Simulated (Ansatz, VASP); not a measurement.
## CoH4: VASP beside Ansatz

INCAR

```
SYSTEM = CoH4
PREC = Accurate ; ENCUT = 600
EDIFF = 1E-6 ; ISMEAR = 0
SIGMA = 0.1 ; LREAL = .FALSE.
LASPH = .TRUE. ; NELM = 80
ALGO = Normal ; ISIF = 3
LWAVE = .FALSE. ; LCHARG = .FALSE.
GGA = PE ; IBRION = 2
NSW = 100 ; EDIFFG = -0.01
```

Contents of KPOINTS:

```
regular mesh
0
G
  18 18 8
  0 0 0
```

File POSCAR:

```
CoH4
1.0
    2.6348480565      0.0000000000      0.0000000000
   -1.3174240282      2.2818453520      0.0000000000
    0.0000000000      0.0000000000      5.7165446511
Co H
1 4
Direct
    0.0000000000      0.0000000000      0.0000000000
    0.3333333333      0.6666666667      0.1691321579
    0.3333333333      0.6666666667      0.8308678421
    0.6666666667      0.3333333333      0.8308678421
    0.6666666667      0.3333333333      0.1691321579
```

Input for Ansatz:

```yaml
crystal:
  lattice:
    - [2.6348480565, 0.0, 0.0]
    - [-1.3174240282, 2.281845352, 0.0]
    - [0.0, 0.0, 5.7165446511]
  atoms:
    - { symbol: Co, position: [0.0, 0.0, 0.0] }
    - { symbol: H, position: [0.3333333333, 0.6666666667, 0.1691321579] }
    - { symbol: H, position: [0.3333333333, 0.6666666667, 0.8308678421] }
    - { symbol: H, position: [0.6666666667, 0.3333333333, 0.8308678421] }
    - { symbol: H, position: [0.6666666667, 0.3333333333, 0.1691321579] }
basis:
  ecutwfc: 420
kpoints:
  mp_grid: { grid: [18, 18, 8] }
hamiltonian:
  xc: pbe
scf:
  occupations: { method: gaussian, width: 0.1 }
output:
  forces: true
  stress: true
  eigenvalues: true
  write_density: true
  write_potential: true
  elf: true
  volumetric_format: npy
relax:
  adjacent_minimum: "off"
  f_tol: 0.01
  max_steps: 80
  cell: { stress_tol: 0.05 }
```

Alike in both runs: task relaxation of cell and atoms; functional PBE; k mesh 18 × 18 × 8; occupations gaussian, width 0.1 eV; no spin polarisation.

|  | VASP | Ansatz |
| --- | --- | --- |
| version | VASP 6.6.1 | Ansatz 0.2.0 |
| potentials or method | VASP PAW PBE potentials, release 64 (Co, H), cutoff 600 eV | scalar-relativistic, plane waves, PAW |
| valence electrons in the cell | 13 | 21 |

Ansatz gave:

- gap on the k mesh at the Fermi level, each at its own relaxed structure (eV): none
- relaxed volume (Å³/atom): 6.27
- relaxed cell length with the largest relative difference (Å): 5.207

Task: Which values does VASP return?

Result: gap on the k mesh at the Fermi level, each at its own relaxed structure (eV): none; relaxed volume (Å³/atom): 6.88; relaxed cell length with the largest relative difference (Å): 5.717.

A gap of «none» marks a metal or a gap that the smearing closes. One of these differences is far larger than is usual between the two programs; its cause wasn't traced. VASP's potentials hold 13 valence electrons a cell and Ansatz's 21, so a difference there can come from the potentials and not from the codes.
